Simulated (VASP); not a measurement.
The system is SiC.

```
Si C
1.0
     3.15570    0.00000    0.00000
    -1.57785    2.73292    0.00000
     0.00000    0.00000   15.46753
Si C
6 6
Direct
  0.66667 0.33333 0.45830
  0.33333 0.66667 0.95830
  0.66667 0.33333 0.79170
  0.33333 0.66667 0.29170
  0.00000 0.00000 0.62500
  0.00000 0.00000 0.12500
  0.66667 0.33333 0.33330
  0.33333 0.66667 0.83330
  0.66667 0.33333 0.66670
  0.33333 0.66667 0.16670
  0.00000 0.00000 0.50000
  0.00000 0.00000 0.00000
```

Base run:

```yaml
Program: VASP 6.6.1
Functional: b88 exchange, pbe correlation
Potentials_or_basis: VASP PAW PBE potentials, release 64 (Si, C)
Cutoff: 600 eV
k_mesh: 10 × 10 × 2
Occupations: fermi-dirac, width 0.05 eV
Spin: no spin polarisation
```

Its results: band gap on the k mesh 2.04 eV (least direct gap 3.11 eV); pressure -10.9 GPa; largest force 0.133 eV/Å.

Q: The run is repeated on the same cell with these changes: functional from b88 exchange, pbe correlation to RPBE; cutoff from 600 eV to 520 eV; dispersion from none to D3(BJ). What comes out?

A: Band gap on the k mesh 2.05 eV (least direct gap 3.12 eV); pressure -27.4 GPa; largest force 0.132 eV/Å.

Several settings changed at once.

Caveats: the cell stands under tension; the PAW data sets were made with another functional, which shifts forces and pressure a little; the dispersion term is far too large for a dense solid, which distorts pressure and volume (at least some runs).

A k mesh can miss the band edges.
